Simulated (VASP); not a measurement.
# CsPbBr3 (Pm-3m) in VASP: relaxation of cell and atoms with PBEsol

Aim: the relaxation of cell and atoms of CsPbBr3 with PBEsol.

Program: VASP 6.6.1. These are calculated values, not measurements. Logs are shortened: lines on timing, memory, paths and dates and some standing lists are left out, and cuts for length are marked.

### Step 1. The cell of the first run

Symmetry: Pm-3m, No. 221, cubic system. The conventional cell has a = 5.998 Å, b = 5.998 Å, c = 5.998 Å, α = 90.00°, β = 90.00°, γ = 90.00°. Within 5.6 Å of Cs (site symmetry m-3m) lie 12 Br at 4.24 Å and 8 Pb at 5.19 Å. Within 3.9 Å of Pb (site symmetry m-3m) lie 6 Br at 3.00 Å. Within 3.9 Å of Br (site symmetry 4/mmm) lie 2 Pb at 3.00 Å.

### Step 2. Relaxation of cell and atoms, PBEsol

Contents of INCAR:

```
  ALGO = Normal
  EDIFF = 1E-6
  EDIFFG = -0.005
  ENCUT = 600
  GGA = PS
  IBRION = 2
  ISIF = 3
  ISMEAR = 0
  LASPH = T
  LCHARG = F
  LREAL = F
  LWAVE = F
  NELM = 60
  NSW = 70
  PREC = Accurate
  SIGMA = 0.02
```

Contents of KPOINTS:

```
k-points
0
Gamma
  6 6 6
```

Contents of POSCAR:

```
CsPbBr3
1.0
    5.9981178917      0.0000000000      0.0000000000
    0.0000000000      5.9981178917      0.0000000000
    0.0000000000      0.0000000000      5.9981178917
Cs Pb Br
1 1 3
Direct
    0.0000000000      0.0000000000      0.0000000000
    0.5000000000      0.5000000000      0.5000000000
    0.0000000000      0.5000000000      0.5000000000
    0.5000000000      0.0000000000      0.5000000000
    0.5000000000      0.5000000000      0.0000000000
```

Potentials or basis: VASP PAW PBE potentials, release 64 (Cs_sv, Pb_d, Br).

Launch:

```sh
$ cat potpaw_PBE.64/Cs_sv/POTCAR potpaw_PBE.64/Pb_d/POTCAR potpaw_PBE.64/Br/POTCAR > POTCAR
$ mpirun -np 1 vasp_std > vasp.out
```

OUTCAR:

```text
EDIFF = 1E-6
   EDIFFG = -0.005
   ENCUT = 600
   GGA = PS
   IBRION = 2
   ISIF = 3
   ISMEAR = 0
   LASPH = T
   LREAL = F
   NELM = 60
   NSW = 70
   PREC = Accurate

 ion  position               nearest neighbor table
   1  0.000  0.000  0.000-
   2  0.500  0.500  0.500-   3 3.00   4 3.00   5 3.00   5 3.00   4 3.00   3 3.00
   3  0.000  0.500  0.500-   2 3.00   2 3.00
   4  0.500  0.000  0.500-   2 3.00   2 3.00
   5  0.500  0.500  0.000-   2 3.00   2 3.00

  LATTYP: Found a simple cubic cell.
 ALAT       =     5.9981178917

  Lattice vectors:

 A1 = (   5.9981178917,   0.0000000000,   0.0000000000)
 A2 = (   0.0000000000,   5.9981178917,   0.0000000000)
 A3 = (   0.0000000000,   0.0000000000,   5.9981178917)

Analysis of symmetry for initial positions (statically):
=====================================================================
 Subroutine PRICEL returns:
 Original cell was already a primitive cell.

 Routine SETGRP: Setting up the symmetry group for a
 simple cubic supercell.

 Subroutine GETGRP returns: Found 48 space group operations
 (whereof 48 operations were pure point group operations)
 out of a pool of 48 trial point group operations.

The static configuration has the point symmetry O_h .

Analysis of symmetry for dynamics (positions and initial velocities):
=====================================================================
 Subroutine PRICEL returns:
 Original cell was already a primitive cell.

 Routine SETGRP: Setting up the symmetry group for a
 simple cubic supercell.

 Subroutine GETGRP returns: Found 48 space group operations
 (whereof 48 operations were pure point group operations)
 out of a pool of 48 trial point group operations.

The dynamic configuration has the point symmetry O_h .

 Subroutine INISYM returns: Found 48 space group operations
 (whereof 48 operations are pure point group operations),
 and found     1 'primitive' translations

----------------------------------------------------------------------------------------

                                     Primitive cell

  volume of cell :     215.7968

  direct lattice vectors                    reciprocal lattice vectors
     5.998117892  0.000000000  0.000000000     0.166718964  0.000000000  0.000000000
     0.000000000  5.998117892  0.000000000     0.000000000  0.166718964  0.000000000
     0.000000000  0.000000000  5.998117892     0.000000000  0.000000000  0.166718964

  length of vectors
     5.998117892  5.998117892  5.998117892     0.166718964  0.166718964  0.166718964

  position of ions in fractional coordinates (direct lattice)
     0.000000000  0.000000000  0.000000000
     0.500000000  0.500000000  0.500000000
     0.000000000  0.500000000  0.500000000
     0.500000000  0.000000000  0.500000000
     0.500000000  0.500000000  0.000000000

  ion indices of the primitive-cell ions
   primitive index   ion index
                 1           1
                 2           2
                 3           3
                 4           4
                 5           5

----------------------------------------------------------------------------------------

 KPOINTS: k-points

Automatic generation of k-mesh.
 Grid dimensions read from file:
 generate k-points for:    6    6    6

 Generating k-lattice:

  Cartesian coordinates                     Fractional coordinates (reciprocal lattice)
     0.027786494  0.000000000  0.000000000     0.166666667  0.000000000  0.000000000
     0.000000000  0.027786494  0.000000000     0.000000000  0.166666667  0.000000000
     0.000000000  0.000000000  0.027786494     0.000000000  0.000000000  0.166666667

  Length of vectors
     0.027786494  0.027786494  0.027786494

  Shift w.r.t. Gamma in fractional coordinates (k-lattice)
     0.000000000  0.000000000  0.000000000

 Subroutine IBZKPT returns following result:
 ===========================================

 Found     20 irreducible k-points:

 Following reciprocal coordinates:
            Coordinates               Weight
  0.000000  0.000000  0.000000      1.000000
  0.166667  0.000000  0.000000      6.000000
  0.333333  0.000000  0.000000      6.000000
  0.500000  0.000000  0.000000      3.000000
  0.166667  0.166667  0.000000     12.000000
  0.333333  0.166667  0.000000     24.000000
[... 12 lines left out ...]
  0.500000  0.500000  0.333333      6.000000
  0.500000  0.500000  0.500000      1.000000
   k-points           NKPTS =     20   k-points in BZ     NKDIM =     20   number of bands    NBANDS=     26
   number of dos      NEDOS =    301   number of ions     NIONS =      5
   total plane-waves  NPLWV = 110592
   dimension x,y,z NGX =    48 NGY =   48 NGZ =   48
   dimension x,y,z NGXF=    96 NGYF=   96 NGZF=   96
   ions per type =               1   1   3
   NGX,Y,Z   is equivalent  to a cutoff of  13.30, 13.30, 13.30 a.u.
   NGXF,Y,Z  is equivalent  to a cutoff of  26.61, 26.61, 26.61 a.u.
 SYSTEM =  unknown system
   PREC   = accura    normal or accurate (medium, high low for compatibility)
   ISTART =      0    job   : 0-new  1-cont  2-samecut
   ICHARG =      2    charge: 1-file 2-atom 10-const
   ISPIN  =      1    spin polarized calculation?
   LNONCOLLINEAR =      F non collinear calculations
   LSORBIT =      F    spin-orbit coupling
   LASPH  =      T    aspherical Exc in radial PAW
   ENCUT  =  600.0 eV  44.10 Ry    6.64 a.u.  11.98 11.98 11.98*2*pi/ulx,y,z
   NELM   =     60;   NELMIN=  2; NELMDL= -5     # of ELM steps
   EDIFF  = 0.1E-05   stopping-criterion for ELM
   LREAL  =      F    real-space projection
   EDIFFG = -.5E-02   stopping-criterion for IOM
   NSW    =     70    number of steps for IOM
   IBRION =      2    ionic relax: 0-MD 1-quasi-New 2-CG
   NFREE  =      1    steps in history (QN), initial steepest desc. (CG)
   ISIF   =      3    stress and relaxation
   ISYM   =      2    0-nonsym 1-usesym 2-fastsym
   POTIM  = 0.5000    time-step for ionic-motion
   TEBEG  =    0.0;   TEEND  =   0.0 temperature during run
   PSTRESS=    0.0 pullay stress
   NELECT =      44.0000    total number of electrons
   NUPDOWN=      -1.0000    fix difference up-down
   EMIN   =  10.00;   EMAX   =-10.00  energy-range for DOS
   EFERMI =   0.00;   METHOD = LEGACY
   ISMEAR =     0;   SIGMA  =   0.02  broadening in eV -4-tet -1-fermi 0-gaus
   EFERMI_NEDOS =   21; number of points for ismear=-14 and -15
   IALGO  =     38    algorithm
   IMIX   =      4    mixing-type and parameters
     AMIX     =   0.40;   BMIX     =  1.00
     AMIX_MAG =   1.60;   BMIX_MAG =  1.00
  volume/ion in A,a.u.               =      43.16       291.25
  Fermi-wavevector in a.u.,A,eV,Ry     =   0.963557  1.820859 12.632220  0.928442
  Thomas-Fermi vector in A             =   2.093113
   LORBIT       =      0    0 simple, 1 ext, 2 COOP (PROOUT), +10 PAW based schemes
   GGA     = PS    functional components
   LHFCALC =     F    Hartree Fock is set to
   AEXX    =    0.0000 exact exchange contribution
   IVDW    =     0    specifies the selected vdW correction
   LEPSILON=     F    determine dielectric tensor
   LRPA    =     F    only Hartree local field effects (RPA)
 conjugate gradient relaxation of ions
 non-spin polarized calculation
 Gauss-broadening in eV      SIGMA  =   0.02
  energy-cutoff  :      600.00
  volume of cell :      215.80
 maximum number of plane-waves:      7248
 NGX is ok and might be reduce to    48
   NGX = 23   NGY = 23   NGZ = 23

--------------------------------------- Ionic step        1  -------------------------------------------

 number of electron      43.9999992 magnetization

 Free energy of the ion-electron system (eV)
  ---------------------------------------------------
  ext. energy  EPLUGINS =         0.00000000
  ---------------------------------------------------
  free energy    TOTEN  =       -16.75762560 eV

  energy without entropy =      -16.75762560  energy(sigma->0) =      -16.75762560

------------------------ aborting loop because EDIFF is reached ----------------------------------------

  FORCE on cell =-STRESS in cart. coord.  units (eV):
  Direction    XX          YY          ZZ          XY          YZ          ZX
  --------------------------------------------------------------------------------------
  -------------------------------------------------------------------------------------
  Total       -1.5788636     -1.5788636     -1.5788636      0.0000000     -0.0000000     -0.0000000
  in kB      -11.7222291    -11.7222291    -11.7222291      0.0000000     -0.0000000     -0.0000000
  external PRESSURE =     -11.7222291 kB  Pullay stress =       0.0000000 kB

 VOLUME and BASIS-vectors are now :
 -----------------------------------------------------------------------------
  energy-cutoff  :      600.00
  volume of cell :      215.80
      direct lattice vectors                 reciprocal lattice vectors
     5.998117892  0.000000000  0.000000000     0.166718964  0.000000000  0.000000000
     0.000000000  5.998117892  0.000000000     0.000000000  0.166718964  0.000000000
     0.000000000  0.000000000  5.998117892     0.000000000  0.000000000  0.166718964

 POSITION                                       TOTAL-FORCE (eV/Angst)
 -----------------------------------------------------------------------------------
      0.00000      0.00000      0.00000         0.000000      0.000000      0.000000
      2.99906      2.99906      2.99906         0.000000      0.000000      0.000000
      0.00000      2.99906      2.99906         0.000000      0.000000      0.000000
      2.99906      0.00000      2.99906         0.000000      0.000000      0.000000
      2.99906      2.99906      0.00000         0.000000      0.000000      0.000000
 -----------------------------------------------------------------------------------
    total drift:                                0.000000     -0.000000     -0.000000

  FREE ENERGIE OF THE ION-ELECTRON SYSTEM (eV)
  ---------------------------------------------------
  free  energy   TOTEN  =       -16.7576255990 eV
[... 182 lines left out ...]
 POSITION                                       TOTAL-FORCE (eV/Angst)
 -----------------------------------------------------------------------------------
      0.00000      0.00000      0.00000         0.000000      0.000000      0.000000
      2.93547      2.93547      2.93547        -0.000000     -0.000000      0.000000
      0.00000      2.93547      2.93547         0.000000      0.000000      0.000000
      2.93547      0.00000      2.93547         0.000000      0.000000      0.000000
      2.93547      2.93547     -0.00000         0.000000      0.000000      0.000000
 -----------------------------------------------------------------------------------
    total drift:                                0.000000     -0.000000     -0.000000

  FREE ENERGIE OF THE ION-ELECTRON SYSTEM (eV)
  ---------------------------------------------------
  free  energy   TOTEN  =       -16.8087796920 eV

  energy  without entropy=      -16.8087796920  energy(sigma->0) =      -16.80877969

--------------------------------------- Ionic step        7  -------------------------------------------

 number of electron      43.9999999 magnetization

 Free energy of the ion-electron system (eV)
  ---------------------------------------------------
  ext. energy  EPLUGINS =         0.00000000
  ---------------------------------------------------
  free energy    TOTEN  =       -16.80879856 eV

  energy without entropy =      -16.80879856  energy(sigma->0) =      -16.80879856

 E-fermi :   1.3034     XC(G=0):  -7.8111

 val. band max:        1.1879047071   @ k =   0.5000   0.5000   0.5000
 cond. band min:       2.6215655856   @ k =   0.5000   0.5000   0.5000
 fundamental gap:      1.4336608785
 Fermi energy:         1.3033545222

 k-point     1 :       0.0000    0.0000    0.0000
  band No.  band energies     occupation
      1     -20.2586      2.00000
      2     -15.6297      2.00000
      3     -15.6297      2.00000
      4     -15.4592      2.00000
      5     -15.4592      2.00000
      6     -15.4592      2.00000
[... 18 lines left out ...]
     25       5.2127      0.00000
     26       5.9546      0.00000

 k-point     2 :       0.1667    0.0000    0.0000
  band No.  band energies     occupation
      1     -20.2583      2.00000
      2     -15.6297      2.00000
      3     -15.6133      2.00000
      4     -15.4594      2.00000
      5     -15.4594      2.00000
      6     -15.4592      2.00000
[... 553 lines left out ...]
 VOLUME and BASIS-vectors are now :
 -----------------------------------------------------------------------------
  energy-cutoff  :      600.00
  volume of cell :      202.57
      direct lattice vectors                 reciprocal lattice vectors
     5.873023695  0.000000000 -0.000000000     0.170270043 -0.000000000 -0.000000000
     0.000000000  5.873023695  0.000000000    -0.000000000  0.170270043 -0.000000000
     0.000000000  0.000000000  5.873023695     0.000000000 -0.000000000  0.170270043

 POSITION                                       TOTAL-FORCE (eV/Angst)
 -----------------------------------------------------------------------------------
      0.00000      0.00000     -0.00000         0.000000     -0.000000      0.000000
      2.93651      2.93651      2.93651        -0.000000      0.000000      0.000000
      0.00000      2.93651      2.93651         0.000000     -0.000000      0.000000
      2.93651      0.00000      2.93651         0.000000     -0.000000      0.000000
      2.93651      2.93651     -0.00000         0.000000     -0.000000      0.000000
 -----------------------------------------------------------------------------------
    total drift:                                0.000000     -0.000000     -0.000000

  FREE ENERGIE OF THE ION-ELECTRON SYSTEM (eV)
  ---------------------------------------------------
  free  energy   TOTEN  =       -16.8087985633 eV

  energy  without entropy=      -16.8087985633  energy(sigma->0) =      -16.80879856

 reached required accuracy - stopping structural energy minimisation
```

It took 13 min on 1 thread of Intel Xeon 8259CL, shared host; peak memory 0.44 GiB.

Results:

| Property | Result |
| --- | --- |
| Free energy | -16.8088 eV |
| Relaxed volume | 40.51 Å³/atom |
| Relaxed cell | a = 5.873 Å, b = 5.873 Å, c = 5.873 Å, α = 90.00°, β = 90.00°, γ = 90.00° |
| Space group after relaxing (to 0.1 Å) | Pm-3m (No. 221) |
| Energy gained by relaxing | 10.2 meV/atom |
| Ionic steps | 7 |
| Pressure after relaxing | 0.0 GPa |
| Band gap on the k mesh | 1.43 eV |

The path:
| step | energy change (eV) | largest force (eV/Å) | pressure (GPa) | volume (Å³) |
| --- | --- | --- | --- | --- |
| 1 | 0.0000 | 0.0000 | -1.17 | 215.80 |
| 2 | -0.0473 | 0.0000 | -0.34 | 206.08 |
| 3 | -0.0511 | 0.0000 | -0.03 | 202.89 |
| 4 | -0.0512 | 0.0000 | -0.02 | 202.62 |
| 5 | -0.0511 | 0.0000 | 0.05 | 202.06 |
| 6 | -0.0512 | 0.0000 | 0.03 | 202.36 |
| 7 | -0.0512 | 0.0000 | 0.00 | 202.57 |

Final structure:
```cif
data_structure
_symmetry_space_group_name_H-M 'P 1'
_symmetry_Int_Tables_number 1
_cell_length_a 5.8730
_cell_length_b 5.8730
_cell_length_c 5.8730
_cell_angle_alpha 90.000
_cell_angle_beta 90.000
_cell_angle_gamma 90.000
_cell_volume 202.57
loop_
_atom_site_label
_atom_site_type_symbol
_atom_site_fract_x
_atom_site_fract_y
_atom_site_fract_z
_atom_site_occupancy
Cs1 Cs 0.00000 0.00000 0.00000 1
Pb1 Pb 0.50000 0.50000 0.50000 1
Br1 Br 0.00000 0.50000 0.50000 1
Br2 Br 0.50000 0.00000 0.50000 1
Br3 Br 0.50000 0.50000 0.00000 1
```

Caveat: the PAW data sets were made with another functional, which shifts forces and pressure a little; spin-orbit coupling is left out, which moves the levels of the heavy elements. A k mesh can miss the band edges.
